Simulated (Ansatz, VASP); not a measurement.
## Cu: VASP beside Ansatz

```
Cu
1.0
     2.53410    0.00000    0.00000
    -1.26705    2.19459    0.00000
     0.00000    0.00000    4.11257
Cu
2
Direct
  0.66667 0.33333 0.75000
  0.33333 0.66667 0.25000
```

Alike in both runs: task relaxation of cell and atoms; functional LDA; k mesh 12 × 12 × 7; occupations fermi-dirac, width 0.05 eV; no spin polarisation.

```csv
,VASP,Ansatz
version,VASP 6.6.1,Ansatz 0.2.0
potentials or method,"VASP PAW LDA potentials, release 64 (Cu)",Ansatz PAW
plane-wave cutoff (eV),600,420
valence electrons in the cell,22,38
```

|  | VASP | Ansatz | Ansatz less VASP |
| --- | --- | --- | --- |
| gap on the k mesh at the Fermi level, each at its own relaxed structure (eV) | none | none | - |
| relaxed volume (Å³/atom) | 10.97 | 10.91 | -0.061 |
| relaxed cell length with the largest relative difference (Å) | 2.498 | 2.492 | -0.0055 |

LDA's correlation is that of Perdew and Zunger in VASP and of Perdew and Wang (1992) in Ansatz. A gap of «none» marks a metal or a gap that the smearing closes. VASP's potentials hold 22 valence electrons a cell and Ansatz's 38, so a difference there can come from the potentials and not from the codes.

Noted on Ansatz's run: the plane-wave basis is chosen anew once the cell has moved, so the energies of steps on either side of that aren't comparable.
